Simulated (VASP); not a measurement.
Runs of VASP 6.6.1 on Mo. The structure is that of space group I4/mmm (No. 139), or close to it. The cells are those of the table. 

```tsv
cell	further INCAR settings	gap on the mesh (eV)	pressure (GPa)
a = 2.811, b = 2.811, c = 3.019 Å, angles 57.5, 57.5, 65.0°, 1 atom	ALGO = Fast; EDIFF = 1e-07; NBANDS = 13	none	-9.0
a = 2.871, b = 2.871, c = 2.979 Å, angles 58.7, 58.7, 62.5°, 1 atom	ALGO = Fast; EDIFF = 1e-07; NBANDS = 13	none	-15.4
a = 2.759, b = 2.759, c = 3.057 Å, angles 56.4, 56.4, 67.3°, 1 atom	ALGO = Fast; EDIFF = 1e-07; NBANDS = 13	none	(a)
a = 2.835, b = 2.835, c = 2.942 Å, angles 58.7, 58.7, 62.5°, 1 atom	ALGO = Fast; EDIFF = 1e-06; NBANDS = 13	none	(b)
a = 2.881, b = 2.881, c = 3.094 Å, angles 57.5, 57.5, 65.0°, 1 atom	ALGO = Fast; EDIFF = 1e-06; NBANDS = 13	none	-22.0
```

Alike in all rows: task single point; level PBE; potentials or basis VASP PAW PBE potentials, release 64 (Mo_sv); no spin polarisation; k mesh 22 × 22 × 22; cutoff (eV) 520; smearing gaussian 0.15 eV.

Task: Estimate the missing entries.

Result: (a) -1.7; (b) -8.1.

A k mesh can miss the band edges, and the runs leave out spin-orbit coupling on Mo.

A gap of «none» marks levels without a gap at the run's occupations.
